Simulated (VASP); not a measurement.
Runs of VASP 6.6.1 on ZrS2. The structure is that of space group P-3m1 (No. 164), or close to it. The cells are those of the table. 

| cell | gap on the mesh (eV) | largest force (eV/Å) |
| --- | --- | --- |
| atoms relaxed from a = 3.576, b = 3.576, c = 31.842 Å, angles 90.0, 90.0, 120.0°, 3 atoms | (b) | - |
| atoms relaxed from a = 3.722, b = 3.722, c = 31.842 Å, angles 90.0, 90.0, 120.0°, 3 atoms | 1.34 | - |
| atoms relaxed from a = 3.795, b = 3.795, c = 31.842 Å, angles 90.0, 90.0, 120.0°, 3 atoms | 1.53 | 0.01 |
| atoms relaxed from a = 3.503, b = 3.503, c = 31.842 Å, angles 90.0, 90.0, 120.0°, 3 atoms | (a) | - |
| atoms relaxed from a = 3.904, b = 3.904, c = 31.842 Å, angles 90.0, 90.0, 120.0°, 3 atoms | 1.63 | 0.01 |

Alike in all rows: task relaxation of the atoms; level PBE+D3(BJ); potentials or basis VASP PAW PBE potentials, release 64 (S, Zr_sv); no spin polarisation; k mesh 9 × 9 × 1; cutoff (eV) 450; smearing gaussian 0.02 eV.

Estimate the missing entries.

(a) 0.59; (b) 0.87.

A k mesh can miss the band edges, and the runs leave out spin-orbit coupling on Zr.
